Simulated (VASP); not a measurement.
Crystal: LiCl.

```
Li Cl
1.0
     0.00000    2.56477    2.56477
     2.56477    0.00000    2.56477
     2.56477    2.56477    0.00000
Li Cl
1 1
Direct
  0.00000 0.00000 0.00000
  0.50000 0.50000 0.50000
```

| Property | Result |
| --- | --- |
| Program | VASP 6.6.1 |
| Task | relaxation of cell and atoms |
| Functional | PBEsol |
| Potentials or basis | VASP PAW PBE potentials, release 64 (Li_sv, Cl) |
| Cutoff | 600 eV |
| k mesh | 14 × 14 × 14 |
| Occupations | fermi-dirac, width 0.05 eV |
| Spin | no spin polarisation |

At the start: pressure -1.3 GPa; volume 16.87 Å³/atom.

Problem. Where does the relaxation end?

Solution. Over 7 steps the energy falls by 2.8 meV/atom and the volume is 16.20 Å³/atom (-4.0 %); space group Fm-3m (No. 225, to 0.05 Å).

Step by step:
| step | energy change (eV) | largest force (eV/Å) | pressure (GPa) | volume (Å³) |
| --- | --- | --- | --- | --- |
| 1 | 0.0000 | 0.0000 | -1.30 | 33.74 |
| 2 | -0.0042 | 0.0000 | -0.68 | 33.08 |
| 3 | -0.0056 | 0.0000 | -0.12 | 32.52 |
| 4 | -0.0057 | 0.0000 | -0.04 | 32.41 |
| 5 | -0.0056 | 0.0000 | 0.04 | 32.35 |
| 6 | -0.0057 | 0.0000 | 0.03 | 32.38 |
| 7 | -0.0057 | 0.0000 | 0.02 | 32.39 |

Final structure:
```cif
data_structure
_symmetry_space_group_name_H-M 'P 1'
_symmetry_Int_Tables_number 1
_cell_length_a 3.5782
_cell_length_b 3.5782
_cell_length_c 3.5782
_cell_angle_alpha 60.000
_cell_angle_beta 60.000
_cell_angle_gamma 60.000
_cell_volume 32.39
loop_
_atom_site_label
_atom_site_type_symbol
_atom_site_fract_x
_atom_site_fract_y
_atom_site_fract_z
_atom_site_occupancy
Li1 Li 0.00000 0.00000 0.00000 1
Cl1 Cl 0.50000 0.50000 0.50000 1
```

Caveat: the cutoff is under 1.25 times the usual one of these potentials, so pressure, stress and relaxed cells hold a basis-set (Pulay) error; the PAW data sets were made with another functional, which shifts forces and pressure a little.
